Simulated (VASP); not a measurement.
A run of VASP 6.6.1:

POSCAR

```
La
1.0
    0.0000000000      3.3275894609      3.3275894609
    3.3275894609      0.0000000000      3.3275894609
    3.3275894609      3.3275894609      0.0000000000
La
2
Direct
    0.1250000000      0.1250000000      0.1250000000
    0.8750000000      0.8750000000      0.8750000000
```

File INCAR.step1:

```
ALGO     = Normal         # electronic algorithm
EDIFF    = 1E-4           # SCF threshold, eV
ENCUT    = 520            # plane-wave cutoff, eV
GGA      = PE             # functional
ISMEAR   = -1             # smearing method
ISPIN    = 2              # spin polarisation
LASPH    = True           # aspherical terms in the spheres
LCHARG   = False          # write CHGCAR
LMAXMIX  = 6              # l up to which the mixer works
LREAL    = False          # projectors in reciprocal space
LWAVE    = True           # write WAVECAR
MAGMOM   = 1 1            # initial moments
NBANDS   = 22             # bands
NELM     = 150            # most SCF steps
PREC     = Accurate       # precision mode
SIGMA    = 0.05           # smearing width, eV
```

File INCAR.step2:

```
ALGO     = Normal         # electronic algorithm
EDIFF    = 1E-6           # SCF threshold, eV
ENCUT    = 520            # plane-wave cutoff, eV
ISIF     = 2              # what is computed and relaxed
ISMEAR   = -1             # smearing method
ISPIN    = 2              # spin polarisation
ISTART   = 1            
LASPH    = True           # aspherical terms in the spheres
LCHARG   = False          # write CHGCAR
LMAXMIX  = 6              # l up to which the mixer works
LMIXTAU  = True         
LORBIT   = 11             # projections on sites
LREAL    = False          # projectors in reciprocal space
LWAVE    = False          # write WAVECAR
MAGMOM   = 1 1            # initial moments
METAGGA  = R2SCAN         # meta-GGA
NBANDS   = 22             # bands
NELM     = 150            # most SCF steps
PREC     = Accurate       # precision mode
SIGMA    = 0.05           # smearing width, eV
```

Contents of KPOINTS:

```
k-points
0
Gamma
  9 9 9
```

Potentials or basis: VASP PAW PBE potentials, release 64 (La).

Command:

```sh
$ cat potpaw_PBE.64/La/POTCAR > POTCAR
$ cp INCAR.step1 INCAR
$ mpirun -np 1 vasp_std > vasp.out
$ cp INCAR.step2 INCAR
$ mpirun -np 1 vasp_std > vasp.out
```

Hardware: 1 thread of Intel(R) Xeon(R) Platinum 8488C (Sapphire Rapids) (shared host).

**Question.** Estimate the wall time of this run.

**Answer.** It took 5.1 min on 1 thread of Intel(R) Xeon(R) Platinum 8488C (Sapphire Rapids), on a shared host, peak memory 0.31 GiB. Counts: k points 35.
